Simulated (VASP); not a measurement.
# BaNa (Pm-3m) in VASP: a series of runs, part 2 of 2

VASP 6.6.1. Earlier steps stand in the parts before.

### 3 Relaxation of volume and atoms at fixed shape, r2SCAN

This run uses another cell than the first one, of 50.11 Å³/atom.

Input file POSCAR:

```
BaNa
1.0
    4.6450000000      0.0000000000      0.0000000000
    0.0000000000      4.6450000000      0.0000000000
    0.0000000000      0.0000000000      4.6450000000
Na Ba
1 1
Direct
    0.0000000000      0.0000000000      0.0000000000
    0.5000000000      0.5000000000      0.5000000000
```

Input file INCAR.step1:

```
PREC     = Accurate       # precision mode
ENCUT    = 600            # plane-wave cutoff, eV
ISMEAR   = 0              # smearing method
SIGMA    = 0.1            # smearing width, eV
LREAL    = F              # projectors in reciprocal space
LASPH    = T              # aspherical terms in the spheres
NELM     = 60             # most SCF steps
GGA      = PE             # functional
ALGO     = Normal         # electronic algorithm
EDIFF    = 1E-4           # SCF threshold, eV
LWAVE    = T              # write WAVECAR
LCHARG   = F              # write CHGCAR
```

Input file INCAR.step2:

```
PREC     = Accurate       # precision mode
ENCUT    = 600            # plane-wave cutoff, eV
EDIFF    = 1E-6           # SCF threshold, eV
ISMEAR   = 0              # smearing method
SIGMA    = 0.1            # smearing width, eV
LREAL    = F              # projectors in reciprocal space
LASPH    = T              # aspherical terms in the spheres
NELM     = 60             # most SCF steps
ALGO     = Normal         # electronic algorithm
ISIF     = 8              # what is computed and relaxed
LWAVE    = F              # write WAVECAR
LCHARG   = F              # write CHGCAR
METAGGA  = R2SCAN         # meta-GGA
LMIXTAU  = T            
IBRION   = 2              # ionic algorithm
NSW      = 80             # ionic steps
EDIFFG   = -0.03          # ionic threshold
ISTART   = 1
```

Input file KPOINTS:

```
Automatic mesh
0
Gamma
  9 9 9
```

Potentials or basis: VASP PAW PBE potentials, release 64 (Na_pv, Ba_sv).

Launch:

```console
> cat potpaw_PBE.64/Na_pv/POTCAR potpaw_PBE.64/Ba_sv/POTCAR > POTCAR
> cp INCAR.step1 INCAR
> mpirun -np 1 vasp_std > vasp.out
> cp INCAR.step2 INCAR
> mpirun -np 1 vasp_std > vasp.out
```

OUTCAR:

```text
PREC = Accurate
   ENCUT = 600
   EDIFF = 1E-6
   ISMEAR = 0
   LREAL = F
   LASPH = T
   NELM = 60
   ISIF = 8
   METAGGA = R2SCAN
   IBRION = 2
   NSW = 80
   EDIFFG = -0.03
   ISTART = 1

 ion  position               nearest neighbor table
   1  0.000  0.000  0.000-
   2  0.500  0.500  0.500-

  LATTYP: Found a simple cubic cell.
 ALAT       =     4.6450000000

  Lattice vectors:

 A1 = (   4.6450000000,   0.0000000000,   0.0000000000)
 A2 = (   0.0000000000,   4.6450000000,   0.0000000000)
 A3 = (   0.0000000000,   0.0000000000,   4.6450000000)

Analysis of symmetry for initial positions (statically):
=====================================================================
 Subroutine PRICEL returns:
 Original cell was already a primitive cell.

 Routine SETGRP: Setting up the symmetry group for a
 simple cubic supercell.

 Subroutine GETGRP returns: Found 48 space group operations
 (whereof 48 operations were pure point group operations)
 out of a pool of 48 trial point group operations.

The static configuration has the point symmetry O_h .

Analysis of symmetry for dynamics (positions and initial velocities):
=====================================================================
 Subroutine PRICEL returns:
[... 230 lines left out ...]

 number of electron      16.9999996 magnetization

 Free energy of the ion-electron system (eV)
  ---------------------------------------------------
  ext. energy  EPLUGINS =         0.00000000
  ---------------------------------------------------
  free energy    TOTEN  =       -29.97436336 eV

  energy without entropy =      -29.95656759  energy(sigma->0) =      -29.96546547

 E-fermi :   1.1442     XC(G=0):  -7.3294

 val. band max:        1.1423555801   @ k =   0.4444   0.4444   0.3333
 cond. band min:       1.1524534120   @ k =   0.3333   0.2222   0.0000
 fundamental gap:      0.0100978319
 Fermi energy:         1.1441819397

 k-point     1 :       0.0000    0.0000    0.0000
  band No.  band energies     occupation
      1     -29.2031      2.00000
      2     -24.4771      2.00000
      3     -24.4771      2.00000
      4     -24.4771      2.00000
      5     -13.8765      2.00000
      6     -13.8765      2.00000
      7     -13.8765      2.00000
      8      -2.0189      2.00000
      9       1.5246      0.00000
     10       1.5246      0.00000
     11       4.5134      0.00000
     12       4.5134      0.00000
[... 331 lines left out ...]
 k-point    24 :       0.4444    0.3333    0.1111
  band No.  band energies     occupation
      1     -29.1908      2.00000
      2     -24.4785      2.00000
      3     -24.4781      2.00000
      4     -24.4771      2.00000
      5     -14.0034      2.00000
      6     -13.9684      2.00000
      7     -13.8702      2.00000
      8       0.1541      2.00000
      9       0.9305      1.99749
     10       1.8946      0.00000
     11       2.4061      0.00000
     12       3.3731      0.00000

 [... further k-points ...]

------------------------ aborting loop because EDIFF is reached ----------------------------------------

  FORCE on cell =-STRESS in cart. coord.  units (eV):
  Direction    XX          YY          ZZ          XY          YZ          ZX
  --------------------------------------------------------------------------------------
  -------------------------------------------------------------------------------------
  Total        0.0412567      0.0412567      0.0412567     -0.0000000      0.0000000      0.0000000
  in kB        0.6259614      0.6259614      0.6259614     -0.0000000      0.0000000      0.0000000
  external PRESSURE =       0.6259614 kB  Pullay stress =       0.0000000 kB
[... 17 lines left out ...]
  FREE ENERGIE OF THE ION-ELECTRON SYSTEM (eV)
  ---------------------------------------------------
  free  energy   TOTEN  =       -29.9743633576 eV

  energy  without entropy=      -29.9565675903  energy(sigma->0) =      -29.96546547

 reached required accuracy - stopping structural energy minimisation
```

OSZICAR.step1:

```text
N       E                     dE             d eps       ncg     rms          rms(c)
DAV:   1     0.135760293166E+03    0.13576E+03   -0.79870E+03   840   0.129E+03
DAV:   2     0.742665874997E+01   -0.12833E+03   -0.12357E+03  1100   0.284E+02
DAV:   3    -0.277881747075E+01   -0.10205E+02   -0.98602E+01  1060   0.860E+01
DAV:   4    -0.318888133419E+01   -0.41006E+00   -0.40483E+00  1252   0.133E+01
DAV:   5    -0.319704337097E+01   -0.81620E-02   -0.81352E-02  1080   0.165E+00    0.159E+00
DAV:   6    -0.319905527651E+01   -0.20119E-02   -0.68234E-03  1052   0.765E-01    0.941E-01
DAV:   7    -0.320151928744E+01   -0.24640E-02   -0.91380E-03  1036   0.109E+00    0.621E-02
DAV:   8    -0.320171203541E+01   -0.19275E-03   -0.75707E-04  1152   0.291E-01    0.466E-02
DAV:   9    -0.320170792488E+01    0.41105E-05   -0.63480E-05   864   0.701E-02
   1 F= -.32017079E+01 E0= -.31922064E+01  d E =-.190030E-01
```

Wall time 4.8 min (1 thread of Intel Xeon Platinum 8375C at 2.90GHz (Ice Lake), shared host); peak memory 0.3 GiB.

Results:

```
Free energy                           : -29.9744 eV
Relaxed volume                        : 52.80 Å³/atom
Relaxed cell                          : a = 4.727 Å, b = 4.727 Å, c = 4.727 Å, α = 90.00°, β = 90.00°, γ = 90.00°
Space group after relaxing (to 0.1 Å) : Pm-3m (No. 221)
Energy gained by relaxing             : 4.3 meV/atom
Ionic steps                           : 3
Pressure after relaxing               : 0.1 GPa
Band gap on the k mesh                : zero (an odd number of electrons rules out a gap without spin polarisation)
```

The path:
```csv
step,energy change (eV),largest force (eV/Å),pressure (GPa),volume (Å³)
1,0.0000,0.0000,0.53,100.22
2,-0.0058,0.0000,0.28,102.65
3,-0.0087,0.0000,0.06,105.60
```

Final structure:
```cif
data_structure
_symmetry_space_group_name_H-M 'P 1'
_symmetry_Int_Tables_number 1
_cell_length_a 4.7266
_cell_length_b 4.7266
_cell_length_c 4.7266
_cell_angle_alpha 90.000
_cell_angle_beta 90.000
_cell_angle_gamma 90.000
_cell_volume 105.60
loop_
_atom_site_label
_atom_site_type_symbol
_atom_site_fract_x
_atom_site_fract_y
_atom_site_fract_z
_atom_site_occupancy
Na1 Na 0.00000 0.00000 0.00000 1
Ba1 Ba 0.50000 0.50000 0.50000 1
```

Levels at points of the mesh, in eV from the Fermi level:
```tsv
k point	band 4	band 5	band 6	band 7	band 8	band 9	band 10	band 11	band 12
(0.00, 0.00, 0.00)	-25.62	-15.02	-15.02	-15.02	-3.16	0.38	0.38	3.37	3.37
```

Caveat: the PAW data sets were made with another functional, which shifts forces and pressure a little; spin-orbit coupling is left out, which moves the levels of the heavy elements.
